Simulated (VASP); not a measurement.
InP:

```
CELL_PARAMETERS angstrom
0.00000 2.98003 2.98003
2.98003 0.00000 2.98003
2.98003 2.98003 0.00000
ATOMIC_POSITIONS crystal
In 0.00000 0.00000 0.00000
P 0.25000 0.25000 0.25000
```

```yaml
Program: VASP 6.6.1
Task: relaxation of cell and atoms
Functional: LDA
Potentials_or_basis: VASP PAW LDA potentials, release 64 (In_d, P)
Cutoff: 600 eV
k_mesh: 6 × 6 × 6
Occupations: fermi-dirac, width 0.02 eV
Spin: no spin polarisation
```

At the start: pressure -4.1 GPa; volume 26.46 Å³/atom.

Question: How do energy, volume and symmetry change on relaxing?

Answer: Over 6 steps the energy falls by 23.3 meV/atom and the volume is 24.75 Å³/atom (-6.5 %); space group F-43m (No. 216, to 0.1 Å) before and after.

The path:
| step | energy change (eV) | largest force (eV/Å) | pressure (GPa) | volume (Å³) |
| --- | --- | --- | --- | --- |
| 1 | 0.0000 | 0.0000 | -4.12 | 52.93 |
| 2 | -0.0342 | 0.0000 | 2.58 | 47.89 |
| 3 | -0.0467 | 0.0000 | -0.04 | 49.51 |
| 4 | -0.0467 | 0.0000 | 0.10 | 49.44 |
| 5 | -0.0467 | 0.0000 | -0.07 | 49.55 |
| 6 | -0.0467 | 0.0000 | 0.02 | 49.50 |

Final structure:
```
In P
1.0
     0.00000    2.91416    2.91416
     2.91416    0.00000    2.91416
     2.91416    2.91416    0.00000
In P
1 1
Direct
  0.00000 0.00000 0.00000
  0.25000 0.25000 0.25000
```
